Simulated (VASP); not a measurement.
# SiC (P6_3mc) in VASP: further runs

SiC is run at these levels: BLYP+D3(BJ), LDA, r2SCAN; tasks: single point.

Program: VASP 6.6.1. These are calculated values, not measurements. Logs are shortened: lines on timing, memory, paths and dates and some standing lists are left out, and cuts for length are marked.

## (1) The cell of the first run

Symmetry: P6_3mc, No. 186, hexagonal system. Conventional cell: a = 3.136 Å, b = 3.136 Å, c = 10.268 Å, α = 90.00°, β = 90.00°, γ = 120.00°. Within 2.5 Å of Si (site symmetry 3m) lie 4 C at 1.92 Å. Within 2.5 Å of Si (site symmetry 3m) lie 4 C at 1.92 to 1.93 Å. C (site symmetry 3m) has 4 Si at 1.92 Å within 2.5 Å. C (site symmetry 3m) has 4 Si at 1.92 to 1.93 Å within 2.5 Å.

## (2) Single point, BLYP+D3(BJ)

Contents of INCAR:

```
SYSTEM = SiC
PREC = Accurate ; ENCUT = 520
EDIFF = 1E-6 ; ISMEAR = -1
SIGMA = 0.05 ; LREAL = .False.
LASPH = .True. ; NELM = 60
ALGO = Normal ; ISIF = 2
LWAVE = .False. ; LCHARG = .False.
GGA = B5 ; ALDAX = 1.0
AGGAX = 1.0 ; AGGAC = 1.0
ALDAC = 0.0 ; IVDW = 12
VDW_S6 = 1.0 ; VDW_S8 = 2.6996
VDW_A1 = 0.4298 ; VDW_A2 = 4.2359
NBANDS = 26
```

Contents of KPOINTS:

```
regular mesh
0
Gamma
  10 10 3
  0 0 0
```

Contents of POSCAR:

```
SiC
1.0
    3.1360171929      0.0000000000      0.0000000000
   -1.5680085964      2.7158705557      0.0000000000
    0.0000000000      0.0000000000     10.2681602811
Si C
4 4
Direct
    0.0000000000      0.0000000000      0.1878943800
    0.0000000000      0.0000000000      0.6878943800
    0.3333333333      0.6666666667      0.4378419800
    0.6666666667      0.3333333333      0.9378419800
    0.0000000000      0.0000000000      0.0004600500
    0.0000000000      0.0000000000      0.5004600500
    0.3333333333      0.6666666667      0.2498025900
    0.6666666667      0.3333333333      0.7498025900
```

Potentials or basis: VASP PAW PBE potentials, release 64 (Si, C).

Run with:

```sh
$ cat potpaw_PBE.64/Si/POTCAR potpaw_PBE.64/C/POTCAR > POTCAR
$ mpirun -np 1 vasp_std > vasp.out
```

OUTCAR:

```text
SYSTEM = SiC
   PREC = Accurate
   ENCUT = 520
   EDIFF = 1E-6
   ISMEAR = -1
   LREAL = .False.
   LASPH = .True.
   NELM = 60
   ISIF = 2
   GGA = B5
   IVDW = 12
 IVDW          = 12

 ion  position               nearest neighbor table
   1  0.000  0.000  0.188-   7 1.92   7 1.92   7 1.92   5 1.92   3 3.14   3 3.14   3 3.14   4 3.14
                             4 3.14   4 3.14
   2  0.000  0.000  0.688-   8 1.92   8 1.92   8 1.92   6 1.92   4 3.14   4 3.14   4 3.14   3 3.14
                             3 3.14   3 3.14
   3  0.333  0.667  0.438-   6 1.92   6 1.92   6 1.92   7 1.93   1 3.14   1 3.14   1 3.14   2 3.14
                             2 3.14   2 3.14
   4  0.667  0.333  0.938-   5 1.92   5 1.92   5 1.92   8 1.93   2 3.14   2 3.14   2 3.14   1 3.14
                             1 3.14   1 3.14
   5  0.000  0.000  0.000-   4 1.92   4 1.92   4 1.92   1 1.92
   6  0.000  0.000  0.500-   3 1.92   3 1.92   3 1.92   2 1.92
   7  0.333  0.667  0.250-   1 1.92   1 1.92   1 1.92   3 1.93
   8  0.667  0.333  0.750-   2 1.92   2 1.92   2 1.92   4 1.93

  LATTYP: Found a hexagonal cell.
 ALAT       =     3.1360171929
 C/A-ratio  =     3.2742678530

  Lattice vectors:

 A1 = (   3.1360171929,   0.0000000000,   0.0000000000)
 A2 = (  -1.5680085964,   2.7158705557,   0.0000000000)
 A3 = (   0.0000000000,   0.0000000000,  10.2681602811)

Analysis of symmetry for initial positions (statically):
=====================================================================
 Subroutine PRICEL returns:
 Original cell was already a primitive cell.

 Routine SETGRP: Setting up the symmetry group for a
 hexagonal supercell.

 Subroutine GETGRP returns: Found 12 space group operations
 (whereof  6 operations were pure point group operations)
 out of a pool of 24 trial point group operations.

The static configuration has the point symmetry C_3v.
 The point group associated with its full space group is C_6v.

Analysis of symmetry for dynamics (positions and initial velocities):
=====================================================================
 Subroutine PRICEL returns:
 Original cell was already a primitive cell.

 Routine SETGRP: Setting up the symmetry group for a
 hexagonal supercell.

 Subroutine GETGRP returns: Found 12 space group operations
 (whereof  6 operations were pure point group operations)
 out of a pool of 24 trial point group operations.

The dynamic configuration has the point symmetry C_3v.
 The point group associated with its full space group is C_6v.

 Subroutine INISYM returns: Found 12 space group operations
[... 115 lines left out ...]
   ISIF   =      2    stress and relaxation
   ISYM   =      2    0-nonsym 1-usesym 2-fastsym
   POTIM  = 0.5000    time-step for ionic-motion
   TEBEG  =    0.0;   TEEND  =   0.0 temperature during run
   PSTRESS=    0.0 pullay stress
   NELECT =      32.0000    total number of electrons
   NUPDOWN=      -1.0000    fix difference up-down
   EMIN   =  10.00;   EMAX   =-10.00  energy-range for DOS
   EFERMI =   0.00;   METHOD = LEGACY
   ISMEAR =    -1;   SIGMA  =   0.05  broadening in eV -4-tet -1-fermi 0-gaus
   EFERMI_NEDOS =   21; number of points for ismear=-14 and -15
   IALGO  =     38    algorithm
   IMIX   =      4    mixing-type and parameters
     AMIX     =   0.40;   BMIX     =  1.00
     AMIX_MAG =   1.60;   BMIX_MAG =  1.00
  volume/ion in A,a.u.               =      10.93        73.77
  Fermi-wavevector in a.u.,A,eV,Ry     =   1.170931  2.212739 18.654680  1.371080
  Thomas-Fermi vector in A             =   2.307383
   LORBIT       =      0    0 simple, 1 ext, 2 COOP (PROOUT), +10 PAW based schemes
   GGA     = B5    functional components
   LHFCALC =     F    Hartree Fock is set to
   AEXX    =    0.0000 exact exchange contribution
   IVDW    =    12    specifies the selected vdW correction
   LEPSILON=     F    determine dielectric tensor
   LRPA    =     F    only Hartree local field effects (RPA)
 non-spin polarized calculation
  energy-cutoff  :      520.00
  volume of cell :       87.45
 maximum number of plane-waves:      2380
 NGX is ok and might be reduce to    24
   NGX = 11   NGY = 11   NGZ = 39

 number of electron      32.0000000 magnetization

 Free energy of the ion-electron system (eV)
  ---------------------------------------------------
  ext. energy  EPLUGINS =         0.00000000
  ---------------------------------------------------
  free energy    TOTEN  =       -54.64829573 eV

  energy without entropy =      -54.64829573  energy(sigma->0) =      -54.64829573

 E-fermi :   9.0382     XC(G=0): -10.4167

 val. band max:        7.9740104420   @ k =   0.0000   0.0000   0.0000
 cond. band min:      10.4837217696   @ k =   0.5000  -0.0000   0.0000
 fundamental gap:      2.5097113276
 Fermi energy:         9.0381787529

 k-point     1 :       0.0000    0.0000    0.0000
  band No.  band energies     occupation
      1      -6.9476      2.00000
      2      -5.8324      2.00000
      3      -5.8018      2.00000
      4      -3.6375      2.00000
      5      -0.1832      2.00000
      6       3.7751      2.00000
[... 685 lines left out ...]
     25      15.7047      0.00000
     26      16.6335      0.00000

 [... further k-points ...]

------------------------ aborting loop because EDIFF is reached ----------------------------------------

 Edisp (eV)   -4.87987

 E8    (eV) :    -3.3436

  FORCE on cell =-STRESS in cart. coord.  units (eV):
  Direction    XX          YY          ZZ          XY          YZ          ZX
  --------------------------------------------------------------------------------------
  -------------------------------------------------------------------------------------
  Total      -6.56655    -6.56655    -6.41219    -0.00000     0.00000     0.00000
  in kB    -120.30051  -120.30051  -117.47272    -0.00000     0.00000     0.00000
  external pressure =     -119.36 kB  Pullay stress =        0.00 kB

 VOLUME and BASIS-vectors are now :
 -----------------------------------------------------------------------------
  energy-cutoff  :      520.00
  volume of cell :       87.45
      direct lattice vectors                 reciprocal lattice vectors
     3.136017193  0.000000000  0.000000000     0.318875803  0.184103031  0.000000000
    -1.568008596  2.715870556  0.000000000     0.000000000  0.368206061  0.000000000
     0.000000000  0.000000000 10.268160281     0.000000000  0.000000000  0.097388429

 POSITION                                       TOTAL-FORCE (eV/Angst)
 -----------------------------------------------------------------------------------
      0.00000      0.00000      1.92933         0.000000     -0.000000     -0.026604
      0.00000      0.00000      7.06341        -0.000000     -0.000000     -0.026604
     -0.00000      1.81058      4.49583        -0.000000     -0.000000      0.022855
      1.56801      0.90529      9.62991         0.000000      0.000000      0.022855
      0.00000      0.00000      0.00472        -0.000000      0.000000      0.007654
      0.00000      0.00000      5.13880        -0.000000     -0.000000      0.007654
     -0.00000      1.81058      2.56501        -0.000000     -0.000000     -0.003905
      1.56801      0.90529      7.69909        -0.000000     -0.000000     -0.003905
 -----------------------------------------------------------------------------------
    total drift:                               -0.000000     -0.000000      0.000696

  FREE ENERGIE OF THE ION-ELECTRON SYSTEM (eV)
  ---------------------------------------------------
  free  energy   TOTEN  =       -59.5281699012 eV

  energy  without entropy=      -59.5281699012  energy(sigma->0) =      -59.52816990
```

Wall time 1.7 min (1 thread of Intel Xeon 8259CL, shared host); peak memory 0.23 GiB.

Results:

```yaml
Free_energy: -59.5282 eV
Pressure: -11.9 GPa
Largest_force: 0.027 eV/Å
Band_gap_on_the_k_mesh: 2.51 eV (least direct gap 3.61 eV)
Dispersion_energy_per_atom: -0.610 eV
```

Forces on the atoms (eV/Å):
```
Si   0.000  0.000 -0.027
Si   0.000  0.000 -0.027
Si   0.000  0.000  0.023
Si   0.000  0.000  0.023
C    0.000  0.000  0.008
C    0.000  0.000  0.008
C    0.000  0.000 -0.004
C    0.000  0.000 -0.004
```

Levels at points of the mesh, in eV from the valence-band top:
| k point | band 13 | band 14 | band 15 | band 16 | band 17 | band 18 | band 19 | band 20 |
| --- | --- | --- | --- | --- | --- | --- | --- | --- |
| (0.00, 0.00, 0.00) | -0.57 | -0.05 | 0.00 | 0.00 | 4.75 | 5.33 | 5.81 | 5.93 |
| (0.50, 0.00, 0.00) | -2.25 | -2.13 | -1.51 | -1.10 | 2.51 | 2.59 | 4.29 | 4.57 |

Caveat: the cell stands under tension; the PAW data sets were made with another functional, which shifts forces and pressure a little; an odd mesh through Γ misses points on the zone boundary, where band edges can lie.

## (3) Single point, LDA

Contents of INCAR:

```
  PREC = Accurate
  ENCUT = 520
  EDIFF = 1E-6
  ISMEAR = -1
  SIGMA = 0.05
  LREAL = F
  LASPH = T
  NELM = 100
  ALGO = Normal
  ISIF = 2
  LWAVE = F
  LCHARG = F
  NBANDS = 26
```

Contents of KPOINTS:

```
regular mesh
0
Gamma
  10 10 3
```

POSCAR is that of step 2.

Potentials or basis: VASP PAW LDA potentials, release 64 (Si, C).

Run with:

```sh
$ cat potpaw_LDA.64/Si/POTCAR potpaw_LDA.64/C/POTCAR > POTCAR
$ mpirun -np 1 vasp_std > vasp.out
```

Run time: 70 s. Hardware: 1 thread of Intel Xeon 8259CL, shared host; peak memory 0.19 GiB.

Results (log left out):

| Item | Value |
| --- | --- |
| Free energy | -66.2826 eV |
| Pressure | -14.6 GPa |
| Largest force | 0.022 eV/Å |
| Band gap on the k mesh | 2.15 eV (least direct gap 3.26 eV) |

Forces in eV/Å, atoms in the order of the input:
```
Si   0.000  0.000 -0.010
Si   0.000  0.000 -0.010
Si   0.000  0.000  0.022
Si   0.000  0.000  0.022
C    0.000  0.000 -0.003
C    0.000  0.000 -0.003
C    0.000  0.000 -0.009
C    0.000  0.000 -0.009
```

Stress tensor (GPa, compression positive):
```
-14.65   0.00   0.00
  0.00 -14.65   0.00
  0.00   0.00 -14.55
```

Levels at points of the mesh, in eV from the valence-band top:
```
           k point  band 14  band 15  band 16  band 17  band 18  band 19
(0.00, 0.00, 0.00)    -0.05     0.00     0.00     4.58     5.15     5.70
(0.50, 0.00, 0.00)    -2.16    -1.54    -1.11     2.15     2.23     3.96
```

Caveat: the cell stands under tension; an odd mesh through Γ misses points on the zone boundary, where band edges can lie.

[end of part 1 of 2]
